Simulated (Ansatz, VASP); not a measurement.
# AlN: VASP beside Ansatz

INCAR

```
SYSTEM = AlN
  PREC = Accurate
  ENCUT = 520
  EDIFF = 1E-7
  ISMEAR = 0
  SIGMA = 0.05
  LREAL = .False.
  LASPH = .True.
  NELM = 80
  ALGO = Normal
  ISIF = 2
  LWAVE = .False.
  LCHARG = .True.
  GGA = PE
  LELF = .True.
  LVHAR = .True.
  NBANDS = 11
```

KPOINTS

```
regular mesh
0
Gamma
  10 10 10
  0 0 0
```

File POSCAR:

```
AlN
1.0
    0.0000000000      2.2012588983      2.2012588983
    2.2012588983      0.0000000000      2.2012588983
    2.2012588983      2.2012588983      0.0000000000
Al N
1 1
Direct
   -0.0028653889      0.0085725832      0.0028653889
    0.7555195688      0.7334867221      0.7444804312
```

Input for Ansatz:

```yaml
crystal:
  lattice:
    - [0.0, 2.2012588983, 2.2012588983]
    - [2.2012588983, 0.0, 2.2012588983]
    - [2.2012588983, 2.2012588983, 0.0]
  atoms:
    - { symbol: Al, position: [-0.0028653889, 0.0085725832, 0.0028653889] }
    - { symbol: "N", position: [0.7555195688, 0.7334867221, 0.7444804312] }
basis:
  ecutwfc: 520.0
kpoints:
  mp_grid: { grid: [10, 10, 10] }
hamiltonian:
  xc: pbe
  pseudopotentials: { kind: paw, azcp: { folder: soft_1 } }
scf:
  occupations: { method: gaussian, width: 0.05 }
output:
  forces: true
  stress: true
  eigenvalues: true
```

Change from the starting cell: mode 4 frozen in at -0.049 Å and mode 5 at -0.024 Å (largest displacements).

Alike in both runs: task single point; functional PBE; k mesh 10 × 10 × 10; occupations gaussian, width 0.05 eV; no spin polarisation.

|  | VASP | Ansatz |
| --- | --- | --- |
| version | VASP 6.6.1 | Ansatz 0.2.0 |
| potentials or method | VASP PAW PBE potentials, release 64 (Al, N), cutoff 520 eV | scalar-relativistic, plane waves, PAW |
| valence electrons in the cell | 8 | 8 |

VASP gave:

| Property | Result |
| --- | --- |
| gap on the k mesh at the Fermi level (eV) | 3.09 |
| least direct gap on the mesh (eV) | 3.77 |
| pressure (GPa) | 0.6 |
| traceless stress, the component that is largest in VASP (GPa) | -4.52 |
| rms of the force components (eV/Å) | 0.661 |

Question: What did Ansatz give for the same quantities?

Answer: gap on the k mesh at the Fermi level (eV): 3.10; least direct gap on the mesh (eV): 3.76; pressure (GPa): 0.8; traceless stress, the component that is largest in VASP (GPa): -4.51; rms of the force components (eV/Å): 0.660.

Atom by atom the forces differ by 0.001 eV/Å (rms over components).
